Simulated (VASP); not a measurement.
Here is a VASP 6.6.1 calculation.

INCAR

```
SYSTEM = Ge6S
PREC = Accurate
ENCUT = 520
EDIFF = 1E-6
ISMEAR = 0
SIGMA = 0.1
LREAL = .FALSE.
LASPH = .TRUE.
NELM = 60
ALGO = Normal
ISIF = 2
LWAVE = .FALSE.
LCHARG = .FALSE.
LDIPOL = .TRUE.
IDIPOL = 3
DIPOL = 0.5 0.5 0.339
GGA = PE
NBANDS = 54
```

KPOINTS

```
regular mesh
0
G
  7 5 1
  0 0 0
```

File POSCAR:

```
Ge6S
1.0
    4.0740542126      0.0000000000      0.0000000000
    0.0000000000      5.7615827213      0.0000000000
    0.0000000000      0.0000000000     19.5242196736
Ge S
6 1
Direct
    0.5000000000      0.0000000000      0.2048737449
    0.0000000000      0.2500000000      0.2048737449
    0.0000000000      0.5005156572      0.3087424246
    0.5000000000      0.7494843428      0.3087424246
    0.5000000000      0.0069199665      0.4109879835
    0.0000000000      0.2430800335      0.4109879835
    1.0000000000      0.1735866331      0.5222016498
```

Potentials or basis: VASP PAW PBE potentials, release 64 (Ge_d, S).

Command:

```console
$ cat potpaw_PBE.64/Ge_d/POTCAR potpaw_PBE.64/S/POTCAR > POTCAR
$ mpirun -np 1 vasp_std > vasp.out
```

Q: Predict the band gap on the k mesh.

A: Zero (band 45 reaches -1.51 eV, above the bottom of band 46 at -2.07 eV).

Q: What does it give for the largest force?

A: 0.550 eV/Å.

Forces in eV/Å, atoms in the order of the input:
```
Ge   0.000  0.229  0.246
Ge   0.000 -0.092 -0.143
Ge   0.000  0.110 -0.305
Ge   0.000 -0.053 -0.080
Ge   0.000 -0.178 -0.164
Ge   0.000 -0.261  0.484
S    0.000  0.245 -0.037
```
